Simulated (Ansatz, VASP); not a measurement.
BP2: VASP beside Ansatz

```
B P
1.0
     3.24618    0.00000   -0.29278
     0.00000    3.08602    0.00000
    -1.08084    0.00000    4.32262
B P
1 2
Cartesian
  1.6231 1.0889 -0.1464
  1.8157 2.6319 1.1428
  0.3497 2.6319 2.8870
```

Alike in both runs: functional PBE; k mesh 6 × 5 × 4; occupations gaussian, width 0.2 eV; no spin polarisation.

Ansatz relaxed the structure, and its values are those at the end. VASP's run is a single point on that final structure, the one shown.

```csv
,VASP,Ansatz
version,VASP 6.6.1,Ansatz 0.2.0
potentials or method,"VASP PAW PBE potentials, release 64 (B, P), cutoff 500 eV","scalar-relativistic, plane waves, PAW"
valence electrons in the cell,13,13
```

Ansatz gave:

| Property | Result |
| --- | --- |
| gap on the k mesh at the Fermi level (eV) | none |
| pressure (GPa) | 0.0 |
| rms of the force components (eV/Å) | 0.011 |

**Question.** What did VASP give for the same quantities?

**Answer.** gap on the k mesh at the Fermi level (eV): none; pressure (GPa): -0.2; rms of the force components (eV/Å): 0.003.

A gap of «none» marks a metal or a gap that the smearing closes.

The k mesh is coarse, so the values compare programs but aren't converged.
